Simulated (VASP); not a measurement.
# KCl: single point with PBE

Crystal: KCl.

```
CELL_PARAMETERS angstrom
3.77117 0.00000 0.00000
0.00000 3.77117 0.00000
0.00000 0.00000 3.77117
ATOMIC_POSITIONS crystal
K 0.00000 0.00000 0.00000
Cl 0.50000 0.50000 0.50000
```

```json
{
  "Program": "VASP 6.6.1",
  "Task": "single point",
  "Functional": "PBE",
  "Potentials or basis": "VASP PAW PBE potentials, release 64 (K_sv, Cl)",
  "Cutoff": "520 eV",
  "k mesh": "4 × 4 × 4",
  "Occupations": "gaussian, width 0.01 eV",
  "Spin": "no spin polarisation",
  "Dipole correction": "no",
  "Further INCAR settings": "ALGO = Normal; EDIFF = 1e-07; NBANDS = 15"
}
```

The pressure is 1.1 GPa and the band gap on the k mesh is 5.03 eV, indirect (least direct gap 5.24 eV).

Levels at points of the mesh, in eV from the valence-band top:
```
           k point  band 6  band 7  band 8  band 9  band 10  band 11
(0.00, 0.00, 0.00)   -0.21   -0.21   -0.21    5.03     6.52     6.52
(0.50, 0.00, 0.00)   -1.90   -0.23   -0.23    7.94     7.97     8.54
(0.50, 0.50, 0.00)   -1.27   -1.27    0.00    6.22     7.35     8.99
(0.50, 0.50, 0.50)   -1.44   -1.44   -1.44    8.98     8.98     8.98
```

Run time: 6.3 s on 1 thread of Intel(R) Xeon(R) Platinum 8375C CPU @ 2.90GHz (Ice Lake), on a shared host, peak memory 0.15 GiB.

A k mesh can miss the band edges.
